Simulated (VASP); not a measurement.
# La in VASP: notebook

Runs on La. Level: LDA. Tasks: electric field gradients.

Program: VASP 6.6.1. These are calculated values, not measurements. Logs are shortened: lines on timing, memory, paths and dates and some standing lists are left out, and cuts for length are marked.

### 1 The cell of the first run

Symmetry: P6_3/mmc, No. 194, hexagonal system. Conventional cell: a = 3.825 Å, b = 3.825 Å, c = 6.070 Å, α = 90.00°, β = 90.00°, γ = 120.00°. La (site symmetry -6m2) has 12 La at 3.75 to 3.83 Å within 4.9 Å.

### 2 Electric field gradients, LDA (equal xx and yy strain of +2 %)

Input file INCAR:

```
SYSTEM = La
PREC = Accurate ; ENCUT = 520
EDIFF = 1E-8 ; ISMEAR = -1
SIGMA = 0.05 ; LREAL = .False.
LASPH = .True. ; NELM = 80
ALGO = Normal ; ISIF = 2
LWAVE = .False. ; LCHARG = .False.
LEFG = .True. ; NBANDS = 18
```

Input file KPOINTS:

```
Automatic mesh
0
Gamma
  11 11 6
  0 0 0
```

Input file POSCAR:

```
La
1.0
    3.8250020917      0.0000000000      0.0000000000
   -1.9125010458      3.3125489809      0.0000000000
    0.0000000000      0.0000000000      6.0700000000
La
2
Direct
    0.3333333333      0.6666666667      0.2500000000
    0.6666666667      0.3333333333      0.7500000000
```

Potentials or basis: VASP PAW LDA potentials, release 64 (La).

Run with:

```console
cat potpaw_LDA.64/La/POTCAR > POTCAR
mpirun -np 1 vasp_std > vasp.out
```

OUTCAR:

```text
SYSTEM = La
   PREC = Accurate
   ENCUT = 520
   EDIFF = 1E-8
   ISMEAR = -1
   LREAL = .False.
   LASPH = .True.
   NELM = 80
   ISIF = 2

 ion  position               nearest neighbor table
   1  0.333  0.667  0.250-
   2  0.667  0.333  0.750-

  LATTYP: Found a hexagonal cell.
 ALAT       =     3.8250020917
 C/A-ratio  =     1.5869272368

  Lattice vectors:

 A1 = (   3.8250020917,   0.0000000000,   0.0000000000)
 A2 = (  -1.9125010458,   3.3125489809,   0.0000000000)
 A3 = (   0.0000000000,   0.0000000000,   6.0700000000)

Analysis of symmetry for initial positions (statically):
=====================================================================
 Subroutine PRICEL returns:
 Original cell was already a primitive cell.

 Routine SETGRP: Setting up the symmetry group for a
 hexagonal supercell.

 Subroutine GETGRP returns: Found 24 space group operations
 (whereof 12 operations were pure point group operations)
 out of a pool of 24 trial point group operations.

The static configuration has the point symmetry D_3d.
 The point group associated with its full space group is D_6h.

Analysis of symmetry for dynamics (positions and initial velocities):
=====================================================================
 Subroutine PRICEL returns:
 Original cell was already a primitive cell.

 Routine SETGRP: Setting up the symmetry group for a
 hexagonal supercell.

 Subroutine GETGRP returns: Found 24 space group operations
 (whereof 12 operations were pure point group operations)
 out of a pool of 24 trial point group operations.

The dynamic configuration has the point symmetry D_3d.
 The point group associated with its full space group is D_6h.

 Subroutine INISYM returns: Found 24 space group operations
 (whereof 12 operations are pure point group operations),
 and found     1 'primitive' translations

----------------------------------------------------------------------------------------

                                     Primitive cell

  volume of cell :      76.9100

  direct lattice vectors                    reciprocal lattice vectors
     3.825002092  0.000000000  0.000000000     0.261437766  0.150941164  0.000000000
    -1.912501046  3.312548981  0.000000000     0.000000000  0.301882329  0.000000000
     0.000000000  0.000000000  6.070000000     0.000000000  0.000000000  0.164744646

  length of vectors
     3.825002092  3.825002092  6.070000000     0.301882329  0.301882329  0.164744646

  position of ions in fractional coordinates (direct lattice)
     0.333333333  0.666666667  0.250000000
     0.666666667  0.333333333  0.750000000

  ion indices of the primitive-cell ions
   primitive index   ion index
                 1           1
                 2           2

----------------------------------------------------------------------------------------

 KPOINTS: Automatic mesh

Automatic generation of k-mesh.
 Grid dimensions read from file:
 generate k-points for:   11   11    6

 Generating k-lattice:

  Cartesian coordinates                     Fractional coordinates (reciprocal lattice)
     0.023767070  0.013721924  0.000000000     0.090909091  0.000000000  0.000000000
     0.000000000  0.027443848  0.000000000     0.000000000  0.090909091  0.000000000
     0.000000000  0.000000000  0.027457441     0.000000000  0.000000000  0.166666667

  Length of vectors
     0.027443848  0.027443848  0.027457441

  Shift w.r.t. Gamma in fractional coordinates (k-lattice)
     0.000000000  0.000000000  0.000000000

 Subroutine IBZKPT returns following result:
 ===========================================

 Found     64 irreducible k-points:

 Following reciprocal coordinates:
            Coordinates               Weight
  0.000000  0.000000  0.000000      1.000000
  0.090909  0.000000  0.000000      6.000000
  0.181818  0.000000  0.000000      6.000000
  0.272727  0.000000  0.000000      6.000000
  0.363636 -0.000000  0.000000      6.000000
  0.454545  0.000000  0.000000      6.000000
[... 16 lines left out ...]
  0.090909  0.090909  0.166667     12.000000
  0.181818  0.090909  0.166667     24.000000
 [... further k-points ...]
   k-points           NKPTS =     64   k-points in BZ     NKDIM =     64   number of bands    NBANDS=     18
   number of dos      NEDOS =    301   number of ions     NIONS =      2
   total plane-waves  NPLWV =  37632
   dimension x,y,z NGX =    28 NGY =   28 NGZ =   48
   dimension x,y,z NGXF=    56 NGYF=   56 NGZF=   96
   ions per type =               2
   NGX,Y,Z   is equivalent  to a cutoff of  12.17, 12.17, 13.15 a.u.
   NGXF,Y,Z  is equivalent  to a cutoff of  24.34, 24.34, 26.29 a.u.
 SYSTEM =  La
   PREC   = accura    normal or accurate (medium, high low for compatibility)
   ISTART =      0    job   : 0-new  1-cont  2-samecut
   ICHARG =      2    charge: 1-file 2-atom 10-const
   ISPIN  =      1    spin polarized calculation?
   LNONCOLLINEAR =      F non collinear calculations
   LSORBIT =      F    spin-orbit coupling
   LASPH  =      T    aspherical Exc in radial PAW
   ENCUT  =  520.0 eV  38.22 Ry    6.18 a.u.   7.11  7.11 11.29*2*pi/ulx,y,z
   NELM   =     80;   NELMIN=  2; NELMDL= -5     # of ELM steps
   EDIFF  = 0.1E-07   stopping-criterion for ELM
   LREAL  =      F    real-space projection
   EDIFFG = 0.1E-06   stopping-criterion for IOM
   NSW    =      0    number of steps for IOM
   IBRION =     -1    ionic relax: 0-MD 1-quasi-New 2-CG
   NFREE  =      0    steps in history (QN), initial steepest desc. (CG)
   ISIF   =      2    stress and relaxation
   ISYM   =      2    0-nonsym 1-usesym 2-fastsym
   POTIM  = 0.5000    time-step for ionic-motion
   TEBEG  =    0.0;   TEEND  =   0.0 temperature during run
   PSTRESS=    0.0 pullay stress
   NELECT =      22.0000    total number of electrons
   NUPDOWN=      -1.0000    fix difference up-down
   EMIN   =  10.00;   EMAX   =-10.00  energy-range for DOS
   EFERMI =   0.00;   METHOD = LEGACY
   ISMEAR =    -1;   SIGMA  =   0.05  broadening in eV -4-tet -1-fermi 0-gaus
   EFERMI_NEDOS =   21; number of points for ismear=-14 and -15
   IALGO  =     38    algorithm
   IMIX   =      4    mixing-type and parameters
     AMIX     =   0.40;   BMIX     =  1.00
     AMIX_MAG =   1.60;   BMIX_MAG =  1.00
  volume/ion in A,a.u.               =      38.45       259.51
  Fermi-wavevector in a.u.,A,eV,Ry     =   1.078669  2.038389 15.830741  1.163527
  Thomas-Fermi vector in A             =   2.214614
   LORBIT       =      0    0 simple, 1 ext, 2 COOP (PROOUT), +10 PAW based schemes
   GGA     = CA    functional components
   LHFCALC =     F    Hartree Fock is set to
   AEXX    =    0.0000 exact exchange contribution
   IVDW    =     0    specifies the selected vdW correction
   LEPSILON=     F    determine dielectric tensor
   LRPA    =     F    only Hartree local field effects (RPA)
 non-spin polarized calculation
  energy-cutoff  :      520.00
  volume of cell :       76.91
 maximum number of plane-waves:      2098
   NGX = 15   NGY = 15   NGZ = 23

 number of electron      21.9999999 magnetization

 Free energy of the ion-electron system (eV)
  ---------------------------------------------------
  ext. energy  EPLUGINS =         0.00000000
  ---------------------------------------------------
  free energy    TOTEN  =       -10.94300275 eV

  energy without entropy =      -10.90756059  energy(sigma->0) =      -10.92528167

 E-fermi :   7.3186     XC(G=0):  -9.6240

 val. band max:        7.3050110710   @ k =   0.4545   0.0000   0.3333
 cond. band min:       7.3481314600   @ k =   0.2727   0.2727   0.0000
 fundamental gap:      0.0431203890
 Fermi energy:         7.3185975777

 k-point     1 :       0.0000    0.0000    0.0000
  band No.  band energies     occupation
      1     -25.4730      2.00000
      2     -25.2805      2.00000
      3      -9.8184      2.00000
      4      -8.7307      2.00000
      5      -8.7307      2.00000
      6      -8.5418      2.00000
[... 10 lines left out ...]
     17       8.8345      0.00000
     18       8.8616      0.00000

 k-point     2 :       0.0909    0.0000    0.0000
  band No.  band energies     occupation
      1     -25.4616      2.00000
      2     -25.2759      2.00000
      3      -9.7865      2.00000
      4      -8.8079      2.00000
      5      -8.7558      2.00000
      6      -8.6218      2.00000
[... 10 lines left out ...]
     17       8.7804      0.00000
     18       8.8279      0.00000

 k-point     3 :       0.1818    0.0000    0.0000
  band No.  band energies     occupation
      1     -25.4303      2.00000
      2     -25.2640      2.00000
      3      -9.6954      2.00000
      4      -9.0119      2.00000
      5      -8.8258      2.00000
      6      -8.8197      2.00000
[... 10 lines left out ...]
     17       8.8895      0.00000
     18       8.9583      0.00000

 k-point     4 :       0.2727    0.0000    0.0000
  band No.  band energies     occupation
      1     -25.3866      2.00000
      2     -25.2506      2.00000
      3      -9.5590      2.00000
      4      -9.2719      2.00000
      5      -9.0738      2.00000
      6      -8.8979      2.00000
[... 10 lines left out ...]
     17       8.8997      0.00000
     18       8.9300      0.00000

 k-point     5 :       0.3636   -0.0000    0.0000
  band No.  band energies     occupation
      1     -25.3418      2.00000
      2     -25.2424      2.00000
      3      -9.5031      2.00000
      4      -9.4026      2.00000
      5      -9.2865      2.00000
      6      -8.9660      2.00000
[... 10 lines left out ...]
     17       8.8662      0.00000
     18       8.9275      0.00000

 k-point     6 :       0.4545    0.0000    0.0000
  band No.  band energies     occupation
      1     -25.3105      2.00000
      2     -25.2420      2.00000
      3      -9.6369      2.00000
      4      -9.4075      2.00000
      5      -9.2763      2.00000
      6      -9.0051      2.00000
[... 307 lines left out ...]
 k-point    21 :       0.3636   -0.0000    0.1667
  band No.  band energies     occupation
      1     -25.3352      2.00000
      2     -25.2491      2.00000
      3      -9.5963      2.00000
      4      -9.3740      2.00000
      5      -9.2239      2.00000
      6      -8.9460      2.00000
[... 10 lines left out ...]
     17       8.8690      0.00000
     18       8.9236      0.00000

 k-point    22 :       0.4545    0.0000    0.1667
  band No.  band energies     occupation
      1     -25.3059      2.00000
      2     -25.2466      2.00000
      3      -9.6911      2.00000
      4      -9.4800      2.00000
      5      -9.1676      2.00000
      6      -8.9841      2.00000
[... 10 lines left out ...]
     17       8.9186      0.00000
     18       8.9618      0.00000

 k-point    23 :       0.0909    0.0909    0.1667
  band No.  band energies     occupation
      1     -25.4290      2.00000
      2     -25.2795      2.00000
      3      -9.6625      2.00000
      4      -8.9068      2.00000
      5      -8.8621      2.00000
      6      -8.7561      2.00000
[... 10 lines left out ...]
     17       8.8557      0.00000
     18       8.9183      0.00000

 k-point    24 :       0.1818    0.0909    0.1667
  band No.  band energies     occupation
      1     -25.3930      2.00000
      2     -25.2651      2.00000
      3      -9.5824      2.00000
      4      -9.1132      2.00000
      5      -9.0515      2.00000
      6      -8.8478      2.00000
[... 10 lines left out ...]
     17       8.8675      0.00000
     18       8.9048      0.00000

 [... further k-points ...]
[... 5 lines left out ...]
  --------------------------------------------------------------------------------------
  -------------------------------------------------------------------------------------
  Total       -1.8715570     -1.8715570     -1.7661866     -0.0000000      0.0000000      0.0000000
  in kB      -38.9880016    -38.9880016    -36.7929408     -0.0000000      0.0000000      0.0000000
  external PRESSURE =     -38.2563147 kB  Pullay stress =       0.0000000 kB

 VOLUME and BASIS-vectors are now :
 -----------------------------------------------------------------------------
  energy-cutoff  :      520.00
  volume of cell :       76.91
      direct lattice vectors                 reciprocal lattice vectors
     3.825002092  0.000000000  0.000000000     0.261437766  0.150941164  0.000000000
    -1.912501046  3.312548981  0.000000000     0.000000000  0.301882329  0.000000000
     0.000000000  0.000000000  6.070000000     0.000000000  0.000000000  0.164744646

 POSITION                                       TOTAL-FORCE (eV/Angst)
 -----------------------------------------------------------------------------------
     -0.00000      2.20837      1.51750         0.000000      0.000000      0.000000
      1.91250      1.10418      4.55250        -0.000000     -0.000000      0.000000
 -----------------------------------------------------------------------------------
    total drift:                               -0.000000      0.000000     -0.000000

  FREE ENERGIE OF THE ION-ELECTRON SYSTEM (eV)
  ---------------------------------------------------
  free  energy   TOTEN  =       -10.9430027469 eV

  energy  without entropy=      -10.9075605897  energy(sigma->0) =      -10.92528167

 Electric field gradients (V/A^2)
---------------------------------------------------------------------
 ion       V_xx      V_yy      V_zz      V_xy      V_xz      V_yz
---------------------------------------------------------------------
   1     -11.756   -11.755    23.511     0.000     0.000    -0.000
   2     -11.756   -11.755    23.511     0.000    -0.000     0.000
---------------------------------------------------------------------

 Electric field gradients after diagonalization (V/A^2)
 (convention: |V_zz| > |V_xx| > |V_yy|)
----------------------------------------------------------------------
 ion       V_xx      V_yy      V_zz     asymmetry (V_yy - V_xx)/ V_zz
----------------------------------------------------------------------
   1     -11.756   -11.755    23.511       0.000
   2     -11.756   -11.755    23.511       0.000
----------------------------------------------------------------------

           NMR quadrupolar parameters

 Cq : quadrupolar parameter    Cq=e*Q*V_zz/h
 eta: asymmetry parameters     (V_yy - V_xx)/ V_zz
 Q  : nuclear electric quadrupole moment in mb (millibarn)
----------------------------------------------------------------------
 ion       Cq(MHz)       eta       Q (mb)
----------------------------------------------------------------------
   1       0.057       0.000       1.000
   2       0.057       0.000       1.000
----------------------------------------------------------------------
```

Run time: 54 s. Hardware: 1 thread of Intel Xeon Platinum 8488C (Sapphire Rapids), shared host; peak memory 0.22 GiB.

What came out:

| Quantity | Value |
| --- | --- |
| Free energy | -10.9430 eV |
| Pressure | -3.8 GPa |
| Band gap on the k mesh | zero (bands 11 and 12 overlap by 1.34 eV) |
| Largest electric field gradient by atom | La +23.5 V/Å² |

Levels at points of the mesh, in eV from the Fermi level:
| k point | band 9 | band 10 | band 11 | band 12 | band 13 | band 14 |
| --- | --- | --- | --- | --- | --- | --- |
| (0.00, 0.00, 0.00) | -3.21 | -1.73 | 1.02 | 1.23 | 1.23 | 1.33 |
| (0.00, 0.00, 0.50) | -1.88 | -1.88 | 0.58 | 0.58 | 1.28 | 1.28 |

Electric field gradients, principal values (V/Å²):
```tsv
atom	least	middle	greatest (by size)
1 La	-11.755	-11.756	23.511
2 La	-11.755	-11.756	23.511
```

Caveat: the cell differs from its parent crystal (equal xx and yy strain of +2 %); the cell stands under tension; without QUAD_EFG the Cq values of the log hold for a quadrupole moment of 1 mb, not for the nuclei; spin-orbit coupling is left out, which moves the levels of the heavy elements.

(Continued in part 2 of 2.)

The gap in the log of VASP goes by the Fermi energy; the results here count the filled bands.